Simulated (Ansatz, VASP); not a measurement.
## Two plane-wave programs on ScAl2P3

```
Sc Al P
1.0
     3.62414    0.00000    0.00000
     0.00000    3.62414    0.00000
     0.00000    0.00000    7.68218
Sc Al P
1 2 3
Direct
  0.00000 0.00000 0.00000
  0.00000 0.50000 0.65008
  0.50000 0.00000 0.34992
  0.00000 0.50000 0.32257
  0.50000 0.00000 0.67743
  0.50000 0.50000 0.00000
```

Change from the starting cell: species swapped into the Ti2CuSb3 type (P-4m2, No. 115).

Alike in both runs: task single point; functional PBE; k mesh 6 × 6 × 2; occupations gaussian, width 0.1 eV; collinear spin.

|  | VASP | Ansatz |
| --- | --- | --- |
| version | VASP 6.6.1 | Ansatz 0.2.0 |
| potentials or method | VASP PAW PBE potentials, release 64 (Sc_sv, Al, P), cutoff 520 eV | scalar-relativistic, plane waves, PAW |
| valence electrons in the cell | 32 | 32 |

|  | VASP | Ansatz | Ansatz less VASP |
| --- | --- | --- | --- |
| gap on the k mesh at the Fermi level (eV) | none | none | - |
| pressure (GPa) | -0.2 | -0.3 | -0.04 |
| traceless stress, the component that is largest in VASP (GPa) | -0.14 | -0.08 | +0.056 |
| net moment per atom (μB) | 0.00 | 0.00 | 0.000 |

A gap of «none» marks a metal or a gap that the smearing closes. Ansatz's warnings: seeded moment not kept.

The k mesh is coarse, so the values compare programs but aren't converged.
